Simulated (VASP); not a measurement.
Input of a VASP 6.6.1 run:

POSCAR

```
Au
1.0
    0.0000000000      2.0605722843      2.0605722843
    2.0605722843      0.0000000000      2.0605722843
    2.0605722843      2.0605722843      0.0000000000
Au
1
Direct
    0.0000000000      0.0000000000      0.0000000000
```

INCAR.step1

```
SYSTEM = Au
  ALGO = Normal
  EDIFF = 1E-5
  ENCUT = 550
  GGA = PE
  GGA_COMPAT = .False.
  ISMEAR = -1
  LASPH = .True.
  LCHARG = .False.
  LREAL = .False.
  LWAVE = .True.
  NBANDS = 12
  NELM = 120
  PREC = Accurate
  SIGMA = 0.0974
```

File INCAR.step2:

```
SYSTEM = Au
  ALGO = Normal
  EDIFF = 1E-6
  ENCUT = 550
  GGA_COMPAT = .False.
  ISIF = 2
  ISMEAR = -1
  ISTART = 1
  LASPH = .True.
  LCHARG = .False.
  LMIXTAU = .True.
  LREAL = .False.
  LWAVE = .False.
  METAGGA = R2SCAN
  NBANDS = 12
  NELM = 120
  PREC = Accurate
  SIGMA = 0.0974
```

File KPOINTS:

```
k-points
0
Gamma
  7 7 7
  0 0 0
```

Potentials or basis: VASP PAW PBE potentials, release 64 (Au).

Run with:

```console
$ cat potpaw_PBE.64/Au/POTCAR > POTCAR
$ cp INCAR.step1 INCAR
$ mpirun -np 1 vasp_std > vasp.out
$ cp INCAR.step2 INCAR
$ mpirun -np 1 vasp_std > vasp.out
```

Task: What does it give for the pressure?

Result: 0.3 GPa.

Caveat: the k points lie up to 0.38 Å⁻¹ apart; the PAW data sets were made with another functional, which shifts forces and pressure a little.
